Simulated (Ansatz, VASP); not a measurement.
AlN: VASP beside Ansatz

```xyz
4
Lattice="3.1110 -0.0156 -0.0156 -1.5690 2.7020 -0.0057 -0.0249 -0.0249 4.9780" Properties=species:S:1:pos:R:3 pbc="T T T"
Al   -0.0090    1.7961   -0.0090
Al    1.5386    0.8778    2.4767
N    -0.0186    1.7866    1.9075
N     1.5290    0.8683    4.3933
```

Change from the starting cell: equal xy, yz and zx shear strains of -1 %, crystal datasets.

Alike in both runs: task electric field gradients; functional PBE; k mesh 11 × 11 × 6; occupations fermi-dirac, width 0.02 eV; no spin polarisation.

|  | VASP | Ansatz |
| --- | --- | --- |
| version | VASP 6.6.1 | Ansatz 0.2.0 |
| potentials or method | VASP PAW PBE potentials, release 64 (Al, N), cutoff 520 eV | all-electron PAW with datasets made for the crystal, scalar-relativistic |

```csv
,VASP,Ansatz,Ansatz less VASP
gap on the k mesh at the Fermi level (eV),4.16,4.15,-0.003
pressure (GPa),3.8,4.0,+0.17
"traceless stress, the component that is largest in VASP (GPa)",1.81,1.80,-0.015
rms of the force components (eV/Å),0.131,0.131,-0.0002
size of Vzz on the site where it differs most (V/Å²),8.7,8.5,-0.17
```

Atom by atom the forces differ by 0.000 eV/Å (rms over components). Ansatz ran all-electron here, and VASP with PAW potentials.
